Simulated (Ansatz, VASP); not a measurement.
# Two plane-wave programs on Si5GeN8

```
CELL_PARAMETERS angstrom
7.68406 0.00000 0.01922
0.00000 2.93366 0.00000
-3.82538 0.00000 6.63716
ATOMIC_POSITIONS crystal
Si 0.59601 0.50000 0.82467
Si 0.82524 0.00000 0.23086
Si 0.76269 0.00000 0.59067
Si 0.23020 0.50000 0.40330
Si 0.41029 0.00000 0.18041
Ge 0.17408 0.50000 0.76984
N 0.33937 0.50000 0.66277
N 0.66803 0.00000 0.33370
N 0.69625 0.50000 0.66554
N 0.67188 0.00000 0.96882
N 0.01859 0.00000 0.69879
N 0.96937 0.50000 0.29972
N 0.29730 0.00000 0.32839
N 0.34068 0.50000 0.04253
```

Alike in both runs: task single point; functional r2SCAN; k mesh 4 × 8 × 4; no spin polarisation.

```csv
,VASP,Ansatz
version,VASP 6.6.1,Ansatz 0.2.0
potentials or method,"VASP PAW PBE potentials, release 64 (Si, Ge_d, N)","plane waves, PAW"
plane-wave cutoff (eV),520,500
occupations,"gaussian, width 0.01 eV",fixed
valence electrons in the cell,74,74
```

Ansatz gave:

```
gap on the k mesh at the Fermi level (eV) : 4.70
pressure (GPa)                            : 0.0
rms of the force components (eV/Å)        : 0.001
```

**Question.** Estimate VASP's values.

**Answer.** gap on the k mesh at the Fermi level (eV): 4.69; pressure (GPa): 0.0; rms of the force components (eV/Å): 0.016.

VASP's potentials were made for PBE, not for r2SCAN.
